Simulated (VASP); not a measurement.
# TaN (Fm-3m) in VASP: a series of runs, part 2 of 2

VASP 6.6.1. Earlier steps stand in the parts before.

### 4 Single point, LDA, non-collinear spin, zero start, spin-orbit coupling

Contents of INCAR:

```
SYSTEM = TaN
PREC     = Accurate       ! precision mode
ENCUT    = 600            ! plane-wave cutoff, eV
EDIFF    = 1E-6           ! SCF threshold, eV
ISMEAR   = 0              ! smearing method
SIGMA    = 0.05           ! smearing width, eV
LREAL    = .False.        ! projectors in reciprocal space
LASPH    = .True.         ! aspherical terms in the spheres
NELM     = 200            ! most SCF steps
ALGO     = Normal         ! electronic algorithm
ISIF     = 2              ! what is computed and relaxed
LWAVE    = .False.        ! write WAVECAR
LCHARG   = .False.        ! write CHGCAR
MAGMOM   = 0 0 0 0 0 0    ! initial moments
LORBIT   = 11             ! projections on sites
LSORBIT  = .True.         ! spin-orbit coupling
GGA_COMPAT= .False.      
LORBMOM  = .True.       
LMAXMIX  = 4              ! l up to which the mixer works
NBANDS   = 28             ! bands
```

Contents of KPOINTS:

```
Automatic mesh
0
Gamma
  8 8 8
  0 0 0
```

Contents of POSCAR:

```
TaN
1.0
    0.0000000000      2.1790013101      2.1790013101
    2.1790013101      0.0000000000      2.1790013101
    2.1790013101      2.1790013101      0.0000000000
Ta N
1 1
Direct
    0.5000000000      0.5000000000      0.5000000000
    0.0000000000      0.0000000000      0.0000000000
```

Potentials or basis: VASP PAW LDA potentials, release 64 (Ta_pv, N).

Command:

```
$ cat potpaw_LDA.64/Ta_pv/POTCAR potpaw_LDA.64/N/POTCAR > POTCAR
$ mpirun -np 1 vasp_ncl > vasp.out
```

OUTCAR:

```text
SYSTEM = TaN
   PREC = Accurate
   ENCUT = 600
   EDIFF = 1E-6
   ISMEAR = 0
   LREAL = .False.
   LASPH = .True.
   NELM = 200
   ISIF = 2
   LORBIT = 11
   LSORBIT = .True.

 ion  position               nearest neighbor table
   1  0.500  0.500  0.500-   2 2.18   2 2.18   2 2.18   2 2.18   2 2.18   2 2.18
   2  0.000  0.000  0.000-   1 2.18   1 2.18   1 2.18   1 2.18   1 2.18   1 2.18

  LATTYP: Found a face centered cubic cell.
 ALAT       =     4.3580026202

  Lattice vectors:

 A1 = (   0.0000000000,   2.1790013101,   2.1790013101)
 A2 = (   2.1790013101,   0.0000000000,   2.1790013101)
 A3 = (   2.1790013101,   2.1790013101,   0.0000000000)

Analysis of symmetry for initial positions (statically):
=====================================================================
 Subroutine PRICEL returns:
 Original cell was already a primitive cell.

 Routine SETGRP: Setting up the symmetry group for a
 face centered cubic supercell.

 Subroutine GETGRP returns: Found 48 space group operations
 (whereof 48 operations were pure point group operations)
 out of a pool of 48 trial point group operations.

[... 1008 lines left out ...]
     0.0000000     0.0000000     0.0000000     0.0000000     0.0000000     0.0000000     0.0000000
     0.0000000     0.0000000     0.0000000     0.0000000     0.0000000     0.0000000     0.0000000
     0.0000000     0.0000000     0.0000000     0.0000000     0.0000000     0.0000000     0.0000000
     0.0000000     0.0000000     0.0000000     0.0000000     0.0000000     0.0000000     0.0000000
     0.0000000     0.0000000     0.0000000     0.0000000     0.0000000     0.0000000     0.0000000

 Ion:    2  E_soc:     -0.0004617
 l=   1
     0.0000000    -0.0000769    -0.0000769
    -0.0000769     0.0000000    -0.0000769
    -0.0000769    -0.0000769     0.0000000
 l=   2
     0.0000000     0.0000000     0.0000000     0.0000000     0.0000000
     0.0000000     0.0000000     0.0000000     0.0000000     0.0000000
     0.0000000     0.0000000     0.0000000     0.0000000     0.0000000
     0.0000000     0.0000000     0.0000000     0.0000000     0.0000000
     0.0000000     0.0000000     0.0000000     0.0000000     0.0000000
 l=   3
     0.0000000     0.0000000     0.0000000     0.0000000     0.0000000     0.0000000     0.0000000
     0.0000000     0.0000000     0.0000000     0.0000000     0.0000000     0.0000000     0.0000000
     0.0000000     0.0000000     0.0000000     0.0000000     0.0000000     0.0000000     0.0000000
     0.0000000     0.0000000     0.0000000     0.0000000     0.0000000     0.0000000     0.0000000
     0.0000000     0.0000000     0.0000000     0.0000000     0.0000000     0.0000000     0.0000000
     0.0000000     0.0000000     0.0000000     0.0000000     0.0000000     0.0000000     0.0000000
     0.0000000     0.0000000     0.0000000     0.0000000     0.0000000     0.0000000     0.0000000

 total charge

# of ion       s       p       d       tot
------------------------------------------
    1        0.280   6.238   2.522   9.040
    2        1.214   2.533   0.000   3.747
--------------------------------------------------
tot          1.494   8.771   2.522  12.786

 magnetization (x)

# of ion       s       p       d       tot
------------------------------------------
    1        0.000   0.000  -0.000  -0.000
    2        0.000   0.000   0.000   0.000
--------------------------------------------------
tot          0.000   0.000  -0.000   0.000

 magnetization (y)

# of ion       s       p       d       tot
------------------------------------------
    1        0.000   0.000   0.000   0.000
    2        0.000   0.000   0.000   0.000
--------------------------------------------------
tot          0.000   0.000   0.000   0.000

 magnetization (z)

# of ion       s       p       d       tot
------------------------------------------
    1        0.000   0.000  -0.000   0.000
    2       -0.000   0.000   0.000  -0.000
--------------------------------------------------
tot          0.000   0.000  -0.000   0.000
```

OSZICAR:

```text
N       E                     dE             d eps       ncg     rms          rms(c)
DAV:   1     0.140113249068E+03    0.14011E+03   -0.90618E+03  1624   0.134E+03
DAV:   2    -0.202134536268E+02   -0.16033E+03   -0.15133E+03  1860   0.395E+02
DAV:   3    -0.277654046111E+02   -0.75520E+01   -0.73724E+01  1928   0.787E+01
DAV:   4    -0.278355732085E+02   -0.70169E-01   -0.69911E-01  1836   0.752E+00
DAV:   5    -0.278360698353E+02   -0.49663E-03   -0.49649E-03  1864   0.621E-01    0.259E+01
DAV:   6    -0.249556657086E+02    0.28804E+01   -0.66092E+00  1724   0.289E+01    0.106E+01
DAV:   7    -0.248472301228E+02    0.10844E+00   -0.41509E-01  1784   0.621E+00    0.750E+00
DAV:   8    -0.248107309743E+02    0.36499E-01   -0.16781E-01  1788   0.357E+00    0.171E+00
DAV:   9    -0.248045528871E+02    0.61781E-02   -0.12752E-02  1800   0.988E-01    0.281E-01
DAV:  10    -0.248043935839E+02    0.15930E-03   -0.94822E-04  1900   0.289E-01    0.259E-01
DAV:  11    -0.248043157113E+02    0.77873E-04   -0.14419E-04  1820   0.145E-01    0.342E-02
DAV:  12    -0.248043132403E+02    0.24710E-05   -0.73335E-06  1908   0.307E-02    0.101E-02
DAV:  13    -0.248043132995E+02   -0.59213E-07   -0.20110E-07  1068   0.459E-03
   1 F= -.24804313E+02 E0= -.24803795E+02  d E =-.103674E-02  mag=    -0.0000     0.0000     0.0000
```

It took 48 s on 1 thread of Intel Xeon Platinum 8488C (Sapphire Rapids), shared host; peak memory 0.21 GiB.

Results:

| Property | Result |
| --- | --- |
| Free energy | -24.8043 eV |
| Pressure | 0.3 GPa |
| Net moment | 0.00 μB per cell |
| Valence electrons inside the program's atomic spheres | Ta 9.04; N 3.75 |

Moments on the atoms (μB; x, y, z):
```
Ta  0.00 0.00 0.00
N   0.00 0.00 0.00
```

### 5 Single point, LDA, non-collinear spin, zero start, spin-orbit coupling (volume scaled by 1.05)

Contents of INCAR:

```
ALGO = Normal
EDIFF = 1E-6
ENCUT = 600
GGA_COMPAT = False
ISIF = 2
ISMEAR = 0
LASPH = True
LCHARG = False
LMAXMIX = 4
LORBIT = 11
LORBMOM = True
LREAL = False
LSORBIT = True
LWAVE = False
MAGMOM = 0 0 0 0 0 0
NBANDS = 28
NELM = 200
PREC = Accurate
SIGMA = 0.05
```

Contents of KPOINTS:

```
k-points
0
Gamma
  8 8 8
```

Contents of POSCAR:

```
TaN
1.0
    0.0000000000      2.2147289931      2.2147289931
    2.2147289931      0.0000000000      2.2147289931
    2.2147289931      2.2147289931      0.0000000000
Ta N
1 1
Direct
    0.5000000000      0.5000000000      0.5000000000
    0.0000000000      0.0000000000      0.0000000000
```

Potentials or basis: VASP PAW LDA potentials, release 64 (Ta_pv, N).

Command:

```
$ cat potpaw_LDA.64/Ta_pv/POTCAR potpaw_LDA.64/N/POTCAR > POTCAR
$ mpirun -np 1 vasp_ncl > vasp.out
```

OUTCAR:

```text
EDIFF = 1E-6
   ENCUT = 600
   ISIF = 2
   ISMEAR = 0
   LASPH = True
   LORBIT = 11
   LREAL = False
   LSORBIT = True
   NELM = 200
   PREC = Accurate

 ion  position               nearest neighbor table
   1  0.500  0.500  0.500-   2 2.21   2 2.21   2 2.21   2 2.21   2 2.21   2 2.21
   2  0.000  0.000  0.000-   1 2.21   1 2.21   1 2.21   1 2.21   1 2.21   1 2.21

  LATTYP: Found a face centered cubic cell.
 ALAT       =     4.4294579862

  Lattice vectors:

 A1 = (   0.0000000000,   2.2147289931,   2.2147289931)
 A2 = (   2.2147289931,   0.0000000000,   2.2147289931)
 A3 = (   2.2147289931,   2.2147289931,   0.0000000000)

Analysis of symmetry for initial positions (statically):
[... 1038 lines left out ...]
 l=   3
     0.0000000     0.0000000     0.0000000     0.0000000     0.0000000     0.0000000     0.0000000
     0.0000000     0.0000000     0.0000000     0.0000000     0.0000000     0.0000000     0.0000000
     0.0000000     0.0000000     0.0000000     0.0000000     0.0000000     0.0000000     0.0000000
     0.0000000     0.0000000     0.0000000     0.0000000     0.0000000     0.0000000     0.0000000
     0.0000000     0.0000000     0.0000000     0.0000000     0.0000000     0.0000000     0.0000000
     0.0000000     0.0000000     0.0000000     0.0000000     0.0000000     0.0000000     0.0000000
     0.0000000     0.0000000     0.0000000     0.0000000     0.0000000     0.0000000     0.0000000

 total charge

# of ion       s       p       d       tot
------------------------------------------
    1        0.268   6.210   2.452   8.930
    2        1.210   2.494   0.000   3.704
--------------------------------------------------
tot          1.478   8.704   2.452  12.634

 magnetization (x)

# of ion       s       p       d       tot
------------------------------------------
    1       -0.000   0.000  -0.000  -0.000
    2        0.000  -0.000   0.000  -0.000
--------------------------------------------------
tot         -0.000  -0.000  -0.000  -0.000

 magnetization (y)

# of ion       s       p       d       tot
------------------------------------------
    1       -0.000   0.000   0.000  -0.000
    2        0.000   0.000   0.000   0.000
--------------------------------------------------
tot         -0.000   0.000   0.000  -0.000

 magnetization (z)

# of ion       s       p       d       tot
------------------------------------------
    1        0.000   0.000   0.000   0.000
    2        0.000  -0.000   0.000  -0.000
--------------------------------------------------
tot          0.000  -0.000   0.000   0.000
```

OSZICAR:

```text
N       E                     dE             d eps       ncg     rms          rms(c)
DAV:   1     0.139999208839E+03    0.14000E+03   -0.91409E+03  1624   0.135E+03
DAV:   2    -0.198393226381E+02   -0.15984E+03   -0.15036E+03  1892   0.389E+02
DAV:   3    -0.277080436758E+02   -0.78687E+01   -0.76968E+01  1960   0.791E+01
DAV:   4    -0.277790516322E+02   -0.71008E-01   -0.70820E-01  1780   0.772E+00
DAV:   5    -0.277795923573E+02   -0.54073E-03   -0.54063E-03  1852   0.657E-01    0.234E+01
DAV:   6    -0.249306111468E+02    0.28490E+01   -0.68472E+00  1708   0.285E+01    0.950E+00
DAV:   7    -0.247979754469E+02    0.13264E+00   -0.43985E-01  1776   0.632E+00    0.679E+00
DAV:   8    -0.247587537876E+02    0.39222E-01   -0.18929E-01  1780   0.381E+00    0.152E+00
DAV:   9    -0.247525745696E+02    0.61792E-02   -0.14872E-02  1736   0.106E+00    0.293E-01
DAV:  10    -0.247524139164E+02    0.16065E-03   -0.71814E-04  1940   0.259E-01    0.240E-01
DAV:  11    -0.247523409643E+02    0.72952E-04   -0.13458E-04  1812   0.138E-01    0.333E-02
DAV:  12    -0.247523383308E+02    0.26335E-05   -0.67806E-06  1872   0.298E-02    0.104E-02
DAV:  13    -0.247523384008E+02   -0.69956E-07   -0.23825E-07  1064   0.481E-03
   1 F= -.24752338E+02 E0= -.24751801E+02  d E =-.107577E-02  mag=    -0.0000    -0.0000    -0.0000
```

stdout:

```text
POSCAR found type information on POSCAR TaN
 POSCAR found :  2 types and       2 ions
 scaLAPACK will be used
 LDA part: xc-table for (Slater(with rela. corr.)+CA(PZ))
 , standard interpolation
 POSCAR, INCAR and KPOINTS ok, starting setup
 FFT: planning ... GRIDC
 FFT: planning ... GRID_SOFT
 FFT: planning ... GRID
 WAVECAR not read
 entering main loop
```

Wall time 43 s (1 thread of Intel Xeon Platinum 8488C (Sapphire Rapids), shared host); peak memory 0.22 GiB.

What came out:

```yaml
Free_energy: -24.7523 eV
Pressure: -16.0 GPa
Net_moment: 0.00 μB per cell
Valence_electrons_inside_the_program's_atomic_spheres: Ta 8.93; N 3.70
```

Moments on the atoms (μB; x, y, z):
```
Ta  0.00 0.00 0.00
N   0.00 0.00 0.00
```

### 6 Summary

| spin | cell | k mesh | pressure (GPa) | moment (μB) |
| --- | --- | --- | --- | --- |
| off | a = 3.082 Å, angles 60.0°, 2 atoms | 14 × 14 × 14 | -0.5 | - |
| non-collinear, zero start, SOC | a = 3.040 Å, angles 60.0°, 2 atoms | 8 × 8 × 8 | 17.0 | 0.00 |
| non-collinear, zero start, SOC | a = 3.082 Å, angles 60.0°, 2 atoms | 8 × 8 × 8 | 0.3 | 0.00 |
| non-collinear, zero start, SOC | a = 3.132 Å, angles 60.0°, 2 atoms | 8 × 8 × 8 | -16.0 | 0.00 |

Alike in all rows: task single point; level LDA; potentials or basis VASP PAW LDA potentials, release 64 (Ta_pv, N); cutoff (eV) 600; smearing gaussian 0.05 eV.

Absolute energies hang on the potentials; compare differences alone.
